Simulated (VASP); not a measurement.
**SnO: single point with PBE**

SnO:

```
Sn O
1.0
     4.21590    0.00000    0.00000
    -2.10795    3.65108    0.00000
     0.00000    0.00000    5.28269
Sn O
2 2
Direct
  0.33333 0.66667 0.25000
  0.66667 0.33333 0.75000
  0.66667 0.33333 0.25000
  0.33333 0.66667 0.75000
```

This cell differs from its parent crystal: volume changed by +3%.

| Item | Value |
| --- | --- |
| Program | VASP 6.6.1 |
| Task | single point |
| Functional | PBE |
| Potentials or basis | VASP PAW PBE potentials, release 64 (Sn_d, O) |
| Cutoff | 520 eV |
| k mesh | 6 × 6 × 4 |
| Occupations | gaussian, width 0.01 eV |
| Spin | no spin polarisation |

```yaml
Pressure: -2.1 GPa
Band_gap_on_the_k_mesh: 0.54 eV, direct
```

Stress tensor (GPa, compression positive):
```
-2.18  0.00  0.00
 0.00 -2.18  0.00
 0.00  0.00 -1.93
```

Levels at points of the mesh, in eV from the valence-band top:
```tsv
k point	band 18	band 19	band 20	band 21	band 22	band 23
(0.00, 0.00, 0.00)	-3.41	-3.41	-3.14	3.14	3.21	3.21
(0.50, 0.00, 0.00)	-3.72	-1.71	-1.68	1.16	3.27	3.51
(0.00, 0.00, 0.50)	-3.79	-1.92	-1.92	2.57	2.57	3.26
(0.50, 0.00, 0.50)	-3.44	-0.96	-0.96	0.87	0.87	3.31
```

Wall time 29 s on 1 thread of AMD EPYC 9R45 96-Core Processor (Zen 5), with other jobs on the host, peak memory 0.17 GiB.

Caveat: spin-orbit coupling is left out, which moves the levels of the heavy elements. A k mesh can miss the band edges.
